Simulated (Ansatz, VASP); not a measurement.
Ti in VASP and in Ansatz

The input INCAR:

```
PREC = Accurate ; ENCUT = 520
EDIFF = 1E-6 ; ISMEAR = 0
SIGMA = 0.15 ; LREAL = F
LASPH = T ; NELM = 100
ALGO = Fast ; ISIF = 2
LWAVE = F ; LCHARG = F
GGA = PE ; NBANDS = 19
```

The input KPOINTS:

```
regular mesh
0
Gamma
  18 18 10
```

The input POSCAR:

```
Ti
1.0
    2.8172479567      0.0000000000      0.0000000000
   -1.4086239783      2.4398082992      0.0000000000
    0.0000000000      0.0000000000      4.6860000000
Ti
2
Direct
    0.3333333333      0.6666666667      0.2500000000
    0.6666666667      0.3333333333      0.7500000000
```

Input for Ansatz:

```yaml
crystal:
  lattice:
    - [2.8172479567, 0.0, 0.0]
    - [-1.4086239783, 2.4398082992, 0.0]
    - [0.0, 0.0, 4.686]
  atoms:
    - { symbol: Ti, position: [0.3333333333, 0.6666666667, 0.25] }
    - { symbol: Ti, position: [0.6666666667, 0.3333333333, 0.75] }
basis:
  ecutwfc: 420
kpoints:
  mp_grid: { grid: [18, 18, 10] }
hamiltonian:
  xc: pbe
scf:
  occupations: { method: gaussian, width: 0.15 }
output:
  forces: true
  stress: true
  eigenvalues: true
```

Change from the starting cell: strain -0.0450 x Voigt [1, 1, 0, 0, 0, 0], atoms carried along.

Alike in both runs: task single point; functional PBE; k mesh 18 × 18 × 10; occupations gaussian, width 0.15 eV; no spin polarisation.

|  | VASP | Ansatz |
| --- | --- | --- |
| version | VASP 6.6.1 | Ansatz 0.2.0 |
| potentials or method | VASP PAW PBE potentials, release 64 (Ti_sv), cutoff 520 eV | scalar-relativistic, plane waves, PAW |
| valence electrons in the cell | 24 | 24 |

Ansatz gave:

| Quantity | Value |
| --- | --- |
| gap on the k mesh at the Fermi level (eV) | none |
| pressure (GPa) | 9.8 |
| traceless stress, the component that is largest in VASP (GPa) | -3.91 |

Q: What did VASP give for the same quantities?

A: gap on the k mesh at the Fermi level (eV): none; pressure (GPa): 9.3; traceless stress, the component that is largest in VASP (GPa): -3.90.

A gap of «none» marks a metal or a gap that the smearing closes. With one functional, cell and mesh, what is left measures potentials, basis and numerics.
